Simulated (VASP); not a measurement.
Input of a VASP 6.6.1 run:

The input INCAR:

```
SYSTEM = C
PREC = Accurate
ENCUT = 520
EDIFF = 1E-7
ISMEAR = 0
SIGMA = 0.05
LREAL = .False.
LASPH = .True.
NELM = 100
ALGO = Normal
ISIF = 2
LWAVE = .False.
LCHARG = .True.
GGA = PE
LELF = .True.
LVHAR = .True.
NBANDS = 11
```

The input KPOINTS:

```
Automatic mesh
0
Gamma
  10 10 10
  0 0 0
```

The input POSCAR:

```
C
1.0
   -0.0891685000      1.7387857500      1.7387857500
    1.7387857500     -0.0891685000      1.7387857500
    1.7387857500      1.7387857500     -0.0891685000
C
2
Direct
    0.0000000000      0.0000000000      0.0000000000
    0.2500000000      0.2500000000      0.2500000000
```

Potentials or basis: VASP PAW PBE potentials, release 64 (C).

Launch:

```sh
$ cat potpaw_PBE.64/C/POTCAR > POTCAR
$ mpirun -np 1 vasp_std > vasp.out
```

Q: Predict the largest force.

A: 0.657 eV/Å.

Q: Predict the pressure.

A: 6.7 GPa.

Q: Predict the band gap on the k mesh.

A: 3.74 eV, indirect (least direct gap 4.79 eV).

Forces in eV/Å, atoms in the order of the input:
```
C   -0.379 -0.379 -0.379
C    0.379  0.379  0.379
```

A k mesh can miss the band edges. Expect the measured gap to be larger: semilocal functionals such as PBE lack the derivative discontinuity.
